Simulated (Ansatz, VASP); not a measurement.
**Two plane-wave programs on FeSi**

```
Fe Si
1.0
     4.55070    0.00000    0.00000
     0.00000    4.55070    0.00000
     0.00000    0.00000    4.55070
Fe Si
4 4
Direct
  0.12940 0.12940 0.12940
  0.37060 0.87060 0.62940
  0.62940 0.37060 0.87060
  0.87060 0.62940 0.37060
  0.83752 0.83752 0.83752
  0.66248 0.16248 0.33752
  0.33752 0.66248 0.16248
  0.16248 0.33752 0.66248
```

Alike in both runs: functional LDA; k mesh 8 × 8 × 8; no spin polarisation.

Ansatz relaxed the structure, and its values are those at the end. VASP's run is a single point on that final structure, the one shown.

|  | VASP | Ansatz |
| --- | --- | --- |
| version | VASP 6.6.1 | Ansatz 0.2.0 |
| potentials or method | VASP PAW LDA potentials, release 64 (Fe, Si) | scalar-relativistic, plane waves, PAW |
| plane-wave cutoff (eV) | 520 | 420 |
| occupations | gaussian, width 0.01 eV | fixed |
| valence electrons in the cell | 48 | 80 |

```tsv
	VASP	Ansatz	Ansatz less VASP
pressure (GPa)	-22.1	-22.7	-0.51
rms of the force components (eV/Å)	0.018	0.000	-0.0179
```

LDA's correlation is that of Perdew and Zunger in VASP and of Perdew and Wang (1992) in Ansatz. VASP's potentials hold 48 valence electrons a cell and Ansatz's 80, so a difference there can come from the potentials and not from the codes. Ansatz's warnings: stress scf threshold loose.
